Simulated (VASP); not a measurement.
**Ir: single point with PBE**

The system is Ir.

```xyz
1
Lattice="0.0000 1.9353 1.9353 1.9353 0.0000 1.9353 1.9353 1.9353 0.0000" Properties=species:S:1:pos:R:3 pbc="T T T"
Ir    0.0000    0.0000    0.0000
```

```json
{
  "Program": "VASP 6.6.1",
  "Task": "single point",
  "Functional": "PBE",
  "Potentials or basis": "VASP PAW PBE potentials, release 64 (Ir)",
  "Cutoff": "520 eV",
  "k mesh": "18 × 18 × 18",
  "Occupations": "gaussian, width 0.1 eV",
  "Spin": "no spin polarisation"
}
```

```json
{
  "Pressure": "0.5 GPa"
}
```

Levels at points of the mesh, in eV from the Fermi level:
| k point | band 1 | band 2 | band 3 | band 4 | band 5 | band 6 | band 7 | band 8 |
| --- | --- | --- | --- | --- | --- | --- | --- | --- |
| (0.00, 0.00, 0.00) | -10.89 | -3.77 | -3.77 | -3.77 | -1.19 | -1.19 | 14.34 | 19.78 |
| (0.50, 0.00, 0.00) | -7.87 | -3.87 | -3.87 | -0.73 | 0.82 | 0.82 | 6.99 | 13.88 |
| (0.50, 0.50, 0.00) | -7.66 | -7.11 | 0.79 | 1.38 | 1.38 | 1.67 | 10.15 | 11.56 |

It took 19 s on 1 thread of AMD EPYC 7R43 64-Core Processor (Zen 3), on a shared host, peak memory 0.11 GiB.

Caveat: spin-orbit coupling is left out, which moves the levels of the heavy elements.
